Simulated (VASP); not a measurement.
# ZnSe (m.bgw) (F-43m) in VASP: single point with PBE

Aim: the single point of ZnSe (m.bgw) with PBE.

Program: VASP 6.6.1. These are calculated values, not measurements. Logs are shortened: lines on timing, memory, paths and dates and some standing lists are left out, and cuts for length are marked.

## 1. The cell of the first run

It takes space group F-43m (No. 216, cubic). The conventional cell has a = 5.733 Å, b = 5.733 Å, c = 5.733 Å, α = 90.00°, β = 90.00°, γ = 90.00°. Within 3.3 Å of Zn (site symmetry -43m) lie 4 Se at 2.48 Å. Se (site symmetry -43m) has 4 Zn at 2.48 Å within 3.3 Å.

## 2. Single point, PBE

File INCAR:

```
ALGO     = Normal         # electronic algorithm
EDIFF    = 1E-6           # SCF threshold, eV
ENCUT    = 500            # plane-wave cutoff, eV
GGA      = PE             # functional
GGA_COMPAT= False        
ISIF     = 2              # what is computed and relaxed
ISMEAR   = 0              # smearing method
LASPH    = True           # aspherical terms in the spheres
LCHARG   = True           # write CHGCAR
LELF     = True           # ELF
LREAL    = False          # projectors in reciprocal space
LVHAR    = True         
LWAVE    = False          # write WAVECAR
NBANDS   = 16             # bands
NELM     = 120            # most SCF steps
PREC     = Accurate       # precision mode
SIGMA    = 0.01           # smearing width, eV
```

File KPOINTS:

```
k-points
0
Gamma
  4 4 4
```

File POSCAR:

```
ZnSe
1.0
    0.0000000000      2.8664318697      2.8664318697
    2.8664318697      0.0000000000      2.8664318697
    2.8664318697      2.8664318697      0.0000000000
Zn Se
1 1
Direct
    0.0000000000      0.0000000000      0.0000000000
    0.2500000000      0.2500000000      0.2500000000
```

Potentials or basis: VASP PAW PBE potentials, release 64 (Zn, Se).

Launch:

```bash
> cat potpaw_PBE.64/Zn/POTCAR potpaw_PBE.64/Se/POTCAR > POTCAR
> mpirun -np 1 vasp_std > vasp.out
```

OUTCAR:

```text
EDIFF = 1E-6
   ENCUT = 500
   GGA = PE
   ISIF = 2
   ISMEAR = 0
   LASPH = True
   LREAL = False
   NELM = 120
   PREC = Accurate

 ion  position               nearest neighbor table
   1  0.000  0.000  0.000-   2 2.48   2 2.48   2 2.48   2 2.48
   2  0.250  0.250  0.250-   1 2.48   1 2.48   1 2.48   1 2.48

  LATTYP: Found a face centered cubic cell.
 ALAT       =     5.7328637394

  Lattice vectors:

 A1 = (   0.0000000000,   2.8664318697,   2.8664318697)
 A2 = (   2.8664318697,   0.0000000000,   2.8664318697)
 A3 = (   2.8664318697,   2.8664318697,   0.0000000000)

Analysis of symmetry for initial positions (statically):
=====================================================================
 Subroutine PRICEL returns:
 Original cell was already a primitive cell.

 Routine SETGRP: Setting up the symmetry group for a
 face centered cubic supercell.

 Subroutine GETGRP returns: Found 24 space group operations
 (whereof 24 operations were pure point group operations)
 out of a pool of 48 trial point group operations.

The static configuration has the point symmetry T_d .

Analysis of symmetry for dynamics (positions and initial velocities):
=====================================================================
 Subroutine PRICEL returns:
 Original cell was already a primitive cell.

 Routine SETGRP: Setting up the symmetry group for a
 face centered cubic supercell.

 Subroutine GETGRP returns: Found 24 space group operations
 (whereof 24 operations were pure point group operations)
 out of a pool of 48 trial point group operations.

The dynamic configuration has the point symmetry T_d .

 Subroutine INISYM returns: Found 24 space group operations
 (whereof 24 operations are pure point group operations),
 and found     1 'primitive' translations

----------------------------------------------------------------------------------------

                                     Primitive cell

  volume of cell :      47.1037

  direct lattice vectors                    reciprocal lattice vectors
     0.000000000  2.866431870  2.866431870    -0.174432892  0.174432892  0.174432892
     2.866431870  0.000000000  2.866431870     0.174432892 -0.174432892  0.174432892
     2.866431870  2.866431870  0.000000000     0.174432892  0.174432892 -0.174432892

  length of vectors
     4.053746826  4.053746826  4.053746826     0.302126631  0.302126631  0.302126631

  position of ions in fractional coordinates (direct lattice)
[... 61 lines left out ...]
   NELM   =    120;   NELMIN=  2; NELMDL= -5     # of ELM steps
   EDIFF  = 0.1E-05   stopping-criterion for ELM
   LREAL  =      F    real-space projection
   EDIFFG = 0.1E-04   stopping-criterion for IOM
   NSW    =      0    number of steps for IOM
   IBRION =     -1    ionic relax: 0-MD 1-quasi-New 2-CG
   NFREE  =      0    steps in history (QN), initial steepest desc. (CG)
   ISIF   =      2    stress and relaxation
   ISYM   =      2    0-nonsym 1-usesym 2-fastsym
   POTIM  = 0.5000    time-step for ionic-motion
   TEBEG  =    0.0;   TEEND  =   0.0 temperature during run
   PSTRESS=    0.0 pullay stress
   NELECT =      18.0000    total number of electrons
   NUPDOWN=      -1.0000    fix difference up-down
   EMIN   =  10.00;   EMAX   =-10.00  energy-range for DOS
   EFERMI =   0.00;   METHOD = LEGACY
   ISMEAR =     0;   SIGMA  =   0.01  broadening in eV -4-tet -1-fermi 0-gaus
   EFERMI_NEDOS =   21; number of points for ismear=-14 and -15
   IALGO  =     38    algorithm
   IMIX   =      4    mixing-type and parameters
     AMIX     =   0.40;   BMIX     =  1.00
     AMIX_MAG =   1.60;   BMIX_MAG =  1.00
  volume/ion in A,a.u.               =      23.55       158.94
  Fermi-wavevector in a.u.,A,eV,Ry     =   1.187993  2.244982 19.202289  1.411328
  Thomas-Fermi vector in A             =   2.324133
   LORBIT       =      0    0 simple, 1 ext, 2 COOP (PROOUT), +10 PAW based schemes
   GGA     = PE    functional components
   LHFCALC =     F    Hartree Fock is set to
   AEXX    =    0.0000 exact exchange contribution
   IVDW    =     0    specifies the selected vdW correction
   LEPSILON=     F    determine dielectric tensor
   LRPA    =     F    only Hartree local field effects (RPA)
 non-spin polarized calculation
 Gauss-broadening in eV      SIGMA  =   0.01
  energy-cutoff  :      500.00
  volume of cell :       47.10
 maximum number of plane-waves:      1243
 NGX is ok and might be reduce to    30
   NGX = 15   NGY = 15   NGZ = 15

 number of electron      18.0000017 magnetization

 Free energy of the ion-electron system (eV)
  ---------------------------------------------------
  ext. energy  EPLUGINS =         0.00000000
  ---------------------------------------------------
  free energy    TOTEN  =        -5.96852953 eV

  energy without entropy =       -5.96852953  energy(sigma->0) =       -5.96852953

 E-fermi :   1.4781     XC(G=0):  -9.1515

 val. band max:        1.3551756543   @ k =   0.0000   0.0000   0.0000
 cond. band min:       2.4951814776   @ k =   0.0000   0.0000   0.0000
 fundamental gap:      1.1400058234
 Fermi energy:         1.4780633257

 k-point     1 :       0.0000    0.0000    0.0000
  band No.  band energies     occupation
      1     -11.6847      2.00000
      2      -5.1019      2.00000
      3      -5.1019      2.00000
      4      -5.1019      2.00000
      5      -4.7655      2.00000
      6      -4.7655      2.00000
[... 129 lines left out ...]
      3      -4.9140      2.00000
      4      -4.7925      2.00000
      5      -4.7904      2.00000
      6      -4.4899      2.00000
[... 8 lines left out ...]
     15      14.9176      0.00000
     16      15.2568      0.00000

------------------------ aborting loop because EDIFF is reached ----------------------------------------

  FORCE on cell =-STRESS in cart. coord.  units (eV):
  Direction    XX          YY          ZZ          XY          YZ          ZX
  --------------------------------------------------------------------------------------
  -------------------------------------------------------------------------------------
  Total        0.1501639      0.1501639      0.1501639      0.0000000      0.0000000      0.0000000
  in kB        5.1076522      5.1076522      5.1076522      0.0000000      0.0000000      0.0000000
  external PRESSURE =       5.1076522 kB  Pullay stress =       0.0000000 kB

 VOLUME and BASIS-vectors are now :
 -----------------------------------------------------------------------------
  energy-cutoff  :      500.00
  volume of cell :       47.10
      direct lattice vectors                 reciprocal lattice vectors
     0.000000000  2.866431870  2.866431870    -0.174432892  0.174432892  0.174432892
     2.866431870  0.000000000  2.866431870     0.174432892 -0.174432892  0.174432892
     2.866431870  2.866431870  0.000000000     0.174432892  0.174432892 -0.174432892

 POSITION                                       TOTAL-FORCE (eV/Angst)
 -----------------------------------------------------------------------------------
      0.00000      0.00000      0.00000        -0.000000      0.000000     -0.000000
      1.43322      1.43322      1.43322         0.000000     -0.000000      0.000000
 -----------------------------------------------------------------------------------
    total drift:                               -0.000000     -0.000000     -0.000001

  FREE ENERGIE OF THE ION-ELECTRON SYSTEM (eV)
  ---------------------------------------------------
  free  energy   TOTEN  =        -5.9685295301 eV

  energy  without entropy=       -5.9685295301  energy(sigma->0) =       -5.96852953
```

Wall time 16 s (1 thread of Intel Xeon 8259CL, shared host); peak memory 0.16 GiB.

What came out:

| Quantity | Value |
| --- | --- |
| Free energy | -5.9685 eV |
| Pressure | 0.5 GPa |
| Band gap on the k mesh | 1.14 eV, direct |

Caveat: the k points lie up to 0.47 Å⁻¹ apart.
